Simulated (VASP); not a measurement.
# Si (Fd-3m) in VASP: single point with PBEsol

Aim: the single point of Si with PBEsol.

Everything below comes from runs of VASP 6.6.1. Logs are shortened: lines on timing, memory, paths and dates and some standing lists are left out, and cuts for length are marked.

## Step 1: The cell of the first run

The structure is cubic, space group Fd-3m (No. 227). The conventional cell has a = 5.430 Å, b = 5.430 Å, c = 5.430 Å, α = 90.00°, β = 90.00°, γ = 90.00°. Si (site symmetry -43m) has 4 Si at 2.35 Å within 3.1 Å.

## Step 2: Single point, PBEsol

File INCAR:

```
SYSTEM = Si
PREC = Accurate
ENCUT = 520
EDIFF = 1E-6
ISMEAR = 0
SIGMA = 0.05
LREAL = .FALSE.
LASPH = .TRUE.
NELM = 100
ALGO = Normal
ISIF = 2
LWAVE = .FALSE.
LCHARG = .FALSE.
GGA = PS
NBANDS = 11
```

File KPOINTS:

```
regular mesh
0
G
  14 14 14
  0 0 0
```

File POSCAR:

```
Si
1.0
    0.0000000000      2.7150000000      2.7150000000
    2.7150000000      0.0000000000      2.7150000000
    2.7150000000      2.7150000000      0.0000000000
Si
2
Direct
    0.5000000000      0.5000000000      0.5000000000
    0.7500000000      0.7500000000      0.7500000000
```

Potentials or basis: VASP PAW PBE potentials, release 64 (Si).

Run with:

```
cat potpaw_PBE.64/Si/POTCAR > POTCAR
mpirun -np 1 vasp_std > vasp.out
```

OUTCAR:

```text
SYSTEM = Si
   PREC = Accurate
   ENCUT = 520
   EDIFF = 1E-6
   ISMEAR = 0
   LREAL = .FALSE.
   LASPH = .TRUE.
   NELM = 100
   ISIF = 2
   GGA = PS

 ion  position               nearest neighbor table
   1  0.500  0.500  0.500-   2 2.35   2 2.35   2 2.35   2 2.35
   2  0.750  0.750  0.750-   1 2.35   1 2.35   1 2.35   1 2.35

  LATTYP: Found a face centered cubic cell.
 ALAT       =     5.4300000000

  Lattice vectors:

 A1 = (   0.0000000000,   2.7150000000,   2.7150000000)
 A2 = (   2.7150000000,   0.0000000000,   2.7150000000)
 A3 = (   2.7150000000,   2.7150000000,   0.0000000000)

Analysis of symmetry for initial positions (statically):
=====================================================================
 Subroutine PRICEL returns:
 Original cell was already a primitive cell.

 Routine SETGRP: Setting up the symmetry group for a
 face centered cubic supercell.

 Subroutine GETGRP returns: Found 48 space group operations
 (whereof 24 operations were pure point group operations)
 out of a pool of 48 trial point group operations.

The static configuration has the point symmetry T_d .
 The point group associated with its full space group is O_h .

Analysis of symmetry for dynamics (positions and initial velocities):
=====================================================================
 Subroutine PRICEL returns:
 Original cell was already a primitive cell.

 Routine SETGRP: Setting up the symmetry group for a
 face centered cubic supercell.

 Subroutine GETGRP returns: Found 48 space group operations
 (whereof 24 operations were pure point group operations)
 out of a pool of 48 trial point group operations.

The dynamic configuration has the point symmetry T_d .
 The point group associated with its full space group is O_h .

 Subroutine INISYM returns: Found 48 space group operations
 (whereof 24 operations are pure point group operations),
 and found     1 'primitive' translations

----------------------------------------------------------------------------------------

                                     Primitive cell

  volume of cell :      40.0258

  direct lattice vectors                    reciprocal lattice vectors
     0.000000000  2.715000000  2.715000000    -0.184162063  0.184162063  0.184162063
     2.715000000  0.000000000  2.715000000     0.184162063 -0.184162063  0.184162063
     2.715000000  2.715000000  0.000000000     0.184162063  0.184162063 -0.184162063

  length of vectors
     3.839589822  3.839589822  3.839589822     0.318978049  0.318978049  0.318978049

  position of ions in fractional coordinates (direct lattice)
     0.500000000  0.500000000  0.500000000
     0.750000000  0.750000000  0.750000000

  ion indices of the primitive-cell ions
   primitive index   ion index
                 1           1
                 2           2

----------------------------------------------------------------------------------------

 KPOINTS: regular mesh

Automatic generation of k-mesh.
 Grid dimensions read from file:
 generate k-points for:   14   14   14

 Generating k-lattice:

  Cartesian coordinates                     Fractional coordinates (reciprocal lattice)
    -0.013154433  0.013154433  0.013154433     0.071428571  0.000000000  0.000000000
     0.013154433 -0.013154433  0.013154433     0.000000000  0.071428571  0.000000000
     0.013154433  0.013154433 -0.013154433     0.000000000  0.000000000  0.071428571

  Length of vectors
     0.022784146  0.022784146  0.022784146

  Shift w.r.t. Gamma in fractional coordinates (k-lattice)
     0.000000000  0.000000000  0.000000000

 Subroutine IBZKPT returns following result:
 ===========================================

 Found    104 irreducible k-points:

 Following reciprocal coordinates:
            Coordinates               Weight
  0.000000  0.000000  0.000000      1.000000
  0.071429  0.000000  0.000000      8.000000
  0.142857  0.000000  0.000000      8.000000
  0.214286  0.000000  0.000000      8.000000
  0.285714  0.000000  0.000000      8.000000
  0.357143  0.000000  0.000000      8.000000
[... 16 lines left out ...]
  0.214286  0.142857  0.000000     24.000000
  0.285714  0.142857  0.000000     24.000000
 [... further k-points ...]
   k-points           NKPTS =    104   k-points in BZ     NKDIM =    104   number of bands    NBANDS=     11
   number of dos      NEDOS =    301   number of ions     NIONS =      2
   total plane-waves  NPLWV =  27000
   dimension x,y,z NGX =    30 NGY =   30 NGZ =   30
   dimension x,y,z NGXF=    60 NGYF=   60 NGZF=   60
   ions per type =               2
   NGX,Y,Z   is equivalent  to a cutoff of  12.99, 12.99, 12.99 a.u.
   NGXF,Y,Z  is equivalent  to a cutoff of  25.98, 25.98, 25.98 a.u.
 SYSTEM =  Si
   PREC   = accura    normal or accurate (medium, high low for compatibility)
   ISTART =      0    job   : 0-new  1-cont  2-samecut
   ICHARG =      2    charge: 1-file 2-atom 10-const
   ISPIN  =      1    spin polarized calculation?
   LNONCOLLINEAR =      F non collinear calculations
   LSORBIT =      F    spin-orbit coupling
   LASPH  =      T    aspherical Exc in radial PAW
   ENCUT  =  520.0 eV  38.22 Ry    6.18 a.u.   7.14  7.14  7.14*2*pi/ulx,y,z
   NELM   =    100;   NELMIN=  2; NELMDL= -5     # of ELM steps
   EDIFF  = 0.1E-05   stopping-criterion for ELM
   LREAL  =      F    real-space projection
   EDIFFG = 0.1E-04   stopping-criterion for IOM
   NSW    =      0    number of steps for IOM
   IBRION =     -1    ionic relax: 0-MD 1-quasi-New 2-CG
   NFREE  =      0    steps in history (QN), initial steepest desc. (CG)
   ISIF   =      2    stress and relaxation
   ISYM   =      2    0-nonsym 1-usesym 2-fastsym
   POTIM  = 0.5000    time-step for ionic-motion
   TEBEG  =    0.0;   TEEND  =   0.0 temperature during run
   PSTRESS=    0.0 pullay stress
   NELECT =       8.0000    total number of electrons
   NUPDOWN=      -1.0000    fix difference up-down
   EMIN   =  10.00;   EMAX   =-10.00  energy-range for DOS
   EFERMI =   0.00;   METHOD = LEGACY
   ISMEAR =     0;   SIGMA  =   0.05  broadening in eV -4-tet -1-fermi 0-gaus
   EFERMI_NEDOS =   21; number of points for ismear=-14 and -15
   IALGO  =     38    algorithm
   IMIX   =      4    mixing-type and parameters
     AMIX     =   0.40;   BMIX     =  1.00
     AMIX_MAG =   1.60;   BMIX_MAG =  1.00
  volume/ion in A,a.u.               =      20.01       135.05
  Fermi-wavevector in a.u.,A,eV,Ry     =   0.957176  1.808800 12.465458  0.916185
  Thomas-Fermi vector in A             =   2.086170
   LORBIT       =      0    0 simple, 1 ext, 2 COOP (PROOUT), +10 PAW based schemes
   GGA     = PS    functional components
   LHFCALC =     F    Hartree Fock is set to
   AEXX    =    0.0000 exact exchange contribution
   IVDW    =     0    specifies the selected vdW correction
   LEPSILON=     F    determine dielectric tensor
   LRPA    =     F    only Hartree local field effects (RPA)
 non-spin polarized calculation
 Gauss-broadening in eV      SIGMA  =   0.05
  energy-cutoff  :      520.00
  volume of cell :       40.03
 maximum number of plane-waves:      1090
 NGX is ok and might be reduce to    30
   NGX = 15   NGY = 15   NGZ = 15

 number of electron       8.0000000 magnetization

 Free energy of the ion-electron system (eV)
  ---------------------------------------------------
  ext. energy  EPLUGINS =         0.00000000
  ---------------------------------------------------
  free energy    TOTEN  =       -11.49327332 eV

  energy without entropy =      -11.49327332  energy(sigma->0) =      -11.49327332

 E-fermi :   6.0462     XC(G=0):  -9.5553

 val. band max:        5.7935424922   @ k =   0.0000   0.0000   0.0000
 cond. band min:       6.2493964870   @ k =   0.4286   0.4286   0.0000
 fundamental gap:      0.4558539949
 Fermi energy:         6.0462120650

 k-point     1 :       0.0000    0.0000    0.0000
  band No.  band energies     occupation
      1      -6.1994      2.00000
      2       5.7935      2.00000
      3       5.7935      2.00000
      4       5.7935      2.00000
      5       8.3112      0.00000
      6       8.3112      0.00000
      7       8.3112      0.00000
      8       9.1222      0.00000
      9      13.4824      0.00000
     10      13.4824      0.00000
     11      13.5057      0.00000

 k-point     2 :       0.0714    0.0000    0.0000
  band No.  band energies     occupation
      1      -6.1322      2.00000
      2       5.1200      2.00000
      3       5.6834      2.00000
      4       5.6834      2.00000
      5       8.3672      0.00000
      6       8.4724      0.00000
      7       8.4724      0.00000
      8       9.6175      0.00000
      9      13.2629      0.00000
     10      13.2629      0.00000
     11      13.8015      0.00000

 k-point     3 :       0.1429    0.0000    0.0000
  band No.  band energies     occupation
      1      -5.9321      2.00000
      2       3.8456      2.00000
      3       5.4320      2.00000
      4       5.4320      2.00000
      5       8.1769      0.00000
      6       8.8370      0.00000
      7       8.8370      0.00000
      8      10.7790      0.00000
      9      12.8972      0.00000
     10      12.8972      0.00000
     11      14.4883      0.00000

 k-point     4 :       0.2143    0.0000    0.0000
  band No.  band energies     occupation
      1      -5.6043      2.00000
      2       2.4960      2.00000
      3       5.1549      2.00000
      4       5.1549      2.00000
      5       7.8939      0.00000
      6       9.1660      0.00000
      7       9.1660      0.00000
      8      12.0434      0.00000
      9      12.7947      0.00000
     10      12.7947      0.00000
     11      14.7035      0.00000
[... 239 lines left out ...]
 k-point    22 :       0.1429    0.1429    0.0000
  band No.  band energies     occupation
      1      -5.8418      2.00000
      2       4.1605      2.00000
      3       4.8069      2.00000
      4       4.8069      2.00000
      5       7.6003      0.00000
      6       9.7310      0.00000
      7       9.7310      0.00000
      8      10.1711      0.00000
      9      12.1930      0.00000
     10      13.8778      0.00000
     11      14.9121      0.00000

 k-point    23 :       0.2143    0.1429    0.0000
  band No.  band energies     occupation
      1      -5.5988      2.00000
      2       3.2031      2.00000
      3       4.4972      2.00000
      4       4.5557      2.00000
      5       7.5764      0.00000
      6       9.7171      0.00000
      7      10.2351      0.00000
      8      10.3143      0.00000
      9      12.7399      0.00000
     10      13.9884      0.00000
     11      15.6087      0.00000

 k-point    24 :       0.2857    0.1429    0.0000
  band No.  band energies     occupation
      1      -5.2316      2.00000
      2       2.0197      2.00000
      3       4.2190      2.00000
      4       4.2615      2.00000
      5       7.7928      0.00000
      6       9.6657      0.00000
      7      10.2558      0.00000
      8      10.5097      0.00000
      9      13.9240      0.00000
     10      14.2521      0.00000
     11      15.8311      0.00000

 [... further k-points ...]
[... 5 lines left out ...]
  --------------------------------------------------------------------------------------
  -------------------------------------------------------------------------------------
  Total        0.0749544      0.0749544      0.0749544      0.0000000     -0.0000000     -0.0000000
  in kB        3.0003238      3.0003238      3.0003238      0.0000000     -0.0000000     -0.0000000
  external PRESSURE =       3.0003238 kB  Pullay stress =       0.0000000 kB

 VOLUME and BASIS-vectors are now :
 -----------------------------------------------------------------------------
  energy-cutoff  :      520.00
  volume of cell :       40.03
      direct lattice vectors                 reciprocal lattice vectors
     0.000000000  2.715000000  2.715000000    -0.184162063  0.184162063  0.184162063
     2.715000000  0.000000000  2.715000000     0.184162063 -0.184162063  0.184162063
     2.715000000  2.715000000  0.000000000     0.184162063  0.184162063 -0.184162063

 POSITION                                       TOTAL-FORCE (eV/Angst)
 -----------------------------------------------------------------------------------
      2.71500      2.71500      2.71500        -0.000000      0.000000      0.000000
      4.07250      4.07250      4.07250         0.000000     -0.000000     -0.000000
 -----------------------------------------------------------------------------------
    total drift:                                0.000000     -0.000000     -0.000000

  FREE ENERGIE OF THE ION-ELECTRON SYSTEM (eV)
  ---------------------------------------------------
  free  energy   TOTEN  =       -11.4932733198 eV

  energy  without entropy=      -11.4932733198  energy(sigma->0) =      -11.49327332
```

Wall time 24 s (1 thread of Intel Xeon Platinum 8559C (Emerald Rapids), shared host); peak memory 0.18 GiB.

Results:

```
Free energy            : -11.4933 eV
Pressure               : 0.3 GPa
Band gap on the k mesh : 0.46 eV, indirect (least direct gap 2.52 eV)
```

Caveat: the PAW data sets were made with another functional, which shifts forces and pressure a little. A k mesh can miss the band edges.
